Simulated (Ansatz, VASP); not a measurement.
## Ge in VASP and in Ansatz

```
CELL_PARAMETERS angstrom
8.14807 0.00000 0.00000
0.00000 4.07403 0.00000
0.00000 0.00000 18.92117
ATOMIC_POSITIONS crystal
Ge 0.86800 0.97262 0.42265
Ge 0.59434 0.04821 0.36715
Ge 0.55011 0.54968 0.45060
Ge 0.00902 0.47511 0.47213
Ge 0.29437 0.51179 0.52973
Ge 0.76333 0.47240 0.55803
Ge 0.61069 0.96671 0.58833
Ge 0.30878 0.01204 0.61211
```

Alike in both runs: functional PBE; k mesh 4 × 6 × 1; occupations gaussian, width 0.03 eV; no spin polarisation.

Ansatz relaxed the structure, and its values are those at the end. VASP's run is a single point on that final structure, the one shown.

|  | VASP | Ansatz |
| --- | --- | --- |
| version | VASP 6.6.1 | Ansatz 0.2.0 |
| potentials or method | VASP PAW PBE potentials, release 64 (Ge_d), cutoff 410 eV | scalar-relativistic, plane waves, PAW |
| valence electrons in the cell | 112 | 112 |

```csv
,VASP,Ansatz,Ansatz less VASP
gap on the k mesh at the Fermi level (eV),0.37,0.37,-0.002
least direct gap on the mesh (eV),0.37,0.37,0.000
rms of the force components (eV/Å),0.004,0.002,-0.0017
```

Ansatz's warnings: relaxation start displaced, xc potential rough in thin density.
